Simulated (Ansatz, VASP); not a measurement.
## One calculation of HgTe, two programs

```
Hg Te
1.0
     2.96643   -3.47839    0.00000
     2.96643    3.47839    0.00000
     0.00000    0.00000    5.87818
Hg Te
2 2
Direct
  0.33194 0.66806 0.75000
  0.66806 0.33194 0.25000
  0.77075 0.22925 0.75000
  0.22925 0.77075 0.25000
```

Alike in both runs: functional PBE; k mesh 10 × 10 × 8; occupations gaussian, width 0.1 eV; no spin polarisation.

Ansatz relaxed the structure, and its values are those at the end. VASP's run is a single point on that final structure, the one shown.

|  | VASP | Ansatz |
| --- | --- | --- |
| version | VASP 6.6.1 | Ansatz 0.2.0 |
| potentials or method | VASP PAW PBE potentials, release 64 (Hg, Te), cutoff 520 eV | scalar-relativistic, plane waves, PAW |
| valence electrons in the cell | 36 | 72 |

Ansatz gave:

* gap on the k mesh at the Fermi level (eV): none
* pressure (GPa): 0.0
* rms of the force components (eV/Å): 0.001

Problem. What did VASP give for the same quantities?

Solution. gap on the k mesh at the Fermi level (eV): none; pressure (GPa): 0.1; rms of the force components (eV/Å): 0.003.

A gap of «none» marks a metal or a gap that the smearing closes. VASP's potentials hold 36 valence electrons a cell and Ansatz's 72, so a difference there can come from the potentials and not from the codes.

Spin-orbit coupling is off throughout.
